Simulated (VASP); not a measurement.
Input of a VASP 6.6.1 run:

File INCAR:

```
SYSTEM = TiSi3W
PREC = Accurate
ENCUT = 520
EDIFF = 1E-6
ISMEAR = 0
SIGMA = 0.1
LREAL = .False.
LASPH = .True.
NELM = 100
ALGO = Normal
ISIF = 2
LWAVE = .False.
LCHARG = .False.
GGA = PE
NBANDS = 27
```

Contents of KPOINTS:

```
Automatic mesh
0
Gamma
  4 4 4
  0 0 0
```

File POSCAR:

```
TiSi3W
1.0
    4.6810944890      0.0000000000      0.0000000000
    0.0000000000      4.6810944890      0.0000000000
    0.0000000000      0.0000000000      4.6810944890
Ti Si W
1 3 1
Direct
    0.5000000000      0.5000000000      0.5000000000
    0.5000000000      0.0000000000      0.0000000000
    0.0000000000      0.5000000000      0.0000000000
    0.0000000000      0.0000000000      0.5000000000
    0.0000000000      0.0000000000      0.0000000000
```

Potentials or basis: VASP PAW PBE potentials, release 64 (Ti_sv, Si, W_sv).

The run is started by

```sh
$ cat potpaw_PBE.64/Ti_sv/POTCAR potpaw_PBE.64/Si/POTCAR potpaw_PBE.64/W_sv/POTCAR > POTCAR
$ mpirun -np 1 vasp_std > vasp.out
```

(1) Predict the pressure.

(2) Estimate the band gap on the k mesh.

## Answers

(1) 0.1 GPa.

(2) zero (bands 19 and 20 overlap by 0.42 eV).

Caveat: spin-orbit coupling is left out, which moves the levels of the heavy elements.
